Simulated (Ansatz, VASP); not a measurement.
**Two plane-wave programs on Ga5N**

```
CELL_PARAMETERS angstrom
3.03686 0.00000 0.00000
-1.51843 2.63000 0.00000
0.00000 0.00000 12.27780
ATOMIC_POSITIONS crystal
Ga 0.00000 0.00000 0.89392
Ga 0.66667 0.33333 0.68986
Ga 0.00000 0.00000 0.50000
Ga 0.66667 0.33333 0.31014
Ga 0.00000 0.00000 0.10608
N 0.66667 0.33333 0.00000
```

Change from the starting cell: species swapped into the LiMg5 type (P-6m2, No. 187).

Alike in both runs: functional PBE; k mesh 6 × 6 × 1; occupations gaussian, width 0.1 eV; collinear spin.

Ansatz relaxed the structure, and its values are those at the end. VASP's run is a single point on that final structure, the one shown.

|  | VASP | Ansatz |
| --- | --- | --- |
| version | VASP 6.6.1 | Ansatz 0.2.0 |
| potentials or method | VASP PAW PBE potentials, release 64 (Ga_d, N), cutoff 520 eV | scalar-relativistic, plane waves, PAW |
| valence electrons in the cell | 70 | 70 |

|  | VASP | Ansatz | Ansatz less VASP |
| --- | --- | --- | --- |
| gap on the k mesh at the Fermi level (eV) | none | none | - |
| pressure (GPa) | 0.1 | -0.1 | -0.17 |
| rms of the force components (eV/Å) | 0.011 | 0.002 | -0.0096 |
| net moment per atom (μB) | 0.00 | 0.00 | 0.000 |

A gap of «none» marks a metal or a gap that the smearing closes. The functional is the same, so the differences come from potentials, cutoffs and numerics. Ansatz's warnings: seeded moment not kept.

The k mesh is coarse, so the values compare programs but aren't converged.
